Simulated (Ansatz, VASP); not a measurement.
# One calculation of PbSe, two programs

```
Pb Se
1.0
     0.00000    3.06826    3.06826
     3.06826    0.00000    3.06826
     3.06826    3.06826    0.00000
Pb Se
1 1
Cartesian
  3.0683 3.0683 3.0683
  0.0000 0.0000 0.0000
```

Alike in both runs: task single point; functional r2SCAN; k mesh 10 × 10 × 10; occupations gaussian, width 0.05 eV; no spin polarisation.

|  | VASP | Ansatz |
| --- | --- | --- |
| version | VASP 6.6.1 | Ansatz 0.2.0 |
| potentials or method | VASP PAW PBE potentials, release 64 (Pb_d, Se), cutoff 520 eV | scalar-relativistic, plane waves, PAW |
| valence electrons in the cell | 20 | 30 |

```tsv
	VASP	Ansatz	Ansatz less VASP
gap on the k mesh at the Fermi level (eV)	0.60	0.60	-0.006
least direct gap on the mesh (eV)	0.60	0.60	-0.006
pressure (GPa)	1.1	1.1	0.00
```

VASP's potentials were made for PBE, not for r2SCAN. With one functional, cell and mesh, what is left measures potentials, basis and numerics. VASP's potentials hold 20 valence electrons a cell and Ansatz's 30, so a difference there can come from the potentials and not from the codes.

Spin-orbit coupling is off throughout.
